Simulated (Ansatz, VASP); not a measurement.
**One calculation of BaTiO3, two programs**

File INCAR:

```
SYSTEM = BaTiO3
  PREC = Accurate
  ENCUT = 520
  EDIFF = 1E-8
  ISMEAR = -1
  SIGMA = 0.05
  LREAL = .False.
  LASPH = .True.
  NELM = 100
  ALGO = Normal
  ISIF = 2
  LWAVE = .False.
  LCHARG = .False.
  GGA = PS
  LEFG = .True.
  NBANDS = 28
```

KPOINTS

```
regular mesh
0
Gamma
  8 8 8
  0 0 0
```

The input POSCAR:

```
BaTiO3
1.0
    3.9841000000     -0.0199205000     -0.0199205000
   -0.0284142500      2.8228210000      2.8316147500
   -0.0000437500     -2.8512790000      2.8599852500
Ba Ti O
1 1 3
Direct
    0.0000000000      0.0000000000      0.0000000000
    0.5000000000      0.5079000000      0.5079000000
    0.0000000000      0.4921000000      0.4921000000
    0.5000000000      0.5025100000      0.9937100000
    0.5000000000      0.9937100000      0.5025100000
```

Input for Ansatz:

```yaml
crystal:
  lattice:
    - [3.9841, -0.0199205, -0.0199205]
    - [-0.02841425, 2.822821, 2.83161475]
    - [-4.375e-05, -2.851279, 2.85998525]
  atoms:
    - { symbol: Ba, position: [0.0, 0.0, 0.0] }
    - { symbol: Ti, position: [0.5, 0.5079, 0.5079] }
    - { symbol: O, position: [0.0, 0.4921, 0.4921] }
    - { symbol: O, position: [0.5, 0.50251, 0.99371] }
    - { symbol: O, position: [0.5, 0.99371, 0.50251] }
kpoints:
  mp_grid: { grid: [8, 8, 8] }
scf:
  occupations: { method: fermi_dirac, width: 0.05 }
hamiltonian:
  xc: pbesol
  pseudopotentials: { kind: paw }
output:
  forces: true
  stress: true
  eigenvalues: true
  efg: { contact_densities: true }
  write_density: true
  write_potential: true
  elf: true
  volumetric_format: npy
```

Change from the starting cell: equal xy, yz and zx shear strains of -1 %, PAW files.

Alike in both runs: task electric field gradients; functional PBEsol; k mesh 8 × 8 × 8; occupations fermi-dirac, width 0.05 eV; no spin polarisation.

```csv
,VASP,Ansatz
version,VASP 6.6.1,Ansatz 0.2.0
potentials or method,"VASP PAW PBE potentials, release 64 (Ba_sv, Ti_sv, O)","PAW with Ansatz's default frozen-core files, scalar-relativistic"
plane-wave cutoff (eV),520,420
valence electrons in the cell,40,40
```

Ansatz gave:

```
pressure (GPa)                                                : -4.3
traceless stress, the component that is largest in VASP (GPa) : 1.20
rms of the force components (eV/Å)                            : 0.100
size of Vzz on the site where it differs most (V/Å²)          : 21.6
```

Q: What did VASP give for the same quantities?

A: Pressure (GPa): -2.5; traceless stress, the component that is largest in VASP (GPa): 1.24; rms of the force components (eV/Å): 0.096; size of Vzz on the site where it differs most (V/Å²): 20.6.

VASP's potentials were made for PBE, not for PBEsol. Atom by atom the forces differ by 0.007 eV/Å (rms over components).

Spin-orbit coupling is off throughout.
